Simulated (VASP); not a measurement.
Input of a VASP 6.6.1 run:

The input INCAR:

```
SYSTEM = HfC
  PREC = Accurate
  ENCUT = 520
  EDIFF = 1E-8
  ISMEAR = -1
  SIGMA = 0.05
  LREAL = .False.
  LASPH = .True.
  NELM = 80
  ALGO = Normal
  ISIF = 2
  LWAVE = .False.
  LCHARG = .False.
  LEFG = .True.
  NBANDS = 14
```

KPOINTS

```
regular mesh
0
Gamma
  12 12 12
  0 0 0
```

The input POSCAR:

```
HfC
1.0
    0.0000000000      2.3705998121      2.3705998121
    2.3705998121      0.0000000000      2.3705998121
    2.3705998121      2.3705998121      0.0000000000
Hf C
1 1
Direct
    0.5000000000      0.5000000000      0.5000000000
    0.0000000000      0.0000000000      0.0000000000
```

Potentials or basis: VASP PAW LDA potentials, release 64 (Hf_pv, C).

Launch:

```sh
$ cat potpaw_LDA.64/Hf_pv/POTCAR potpaw_LDA.64/C/POTCAR > POTCAR
$ mpirun -np 1 vasp_std > vasp.out
```

(1) Estimate the pressure.

(2) What does it give for the band gap on the k mesh?

Answers

(1) -22.8 GPa.

(2) zero (band 7 reaches 6.39 eV, above the bottom of band 8 at 5.00 eV).

Caveat: without QUAD_EFG the Cq values of the log hold for a quadrupole moment of 1 mb, not for the nuclei; spin-orbit coupling is left out, which moves the levels of the heavy elements.
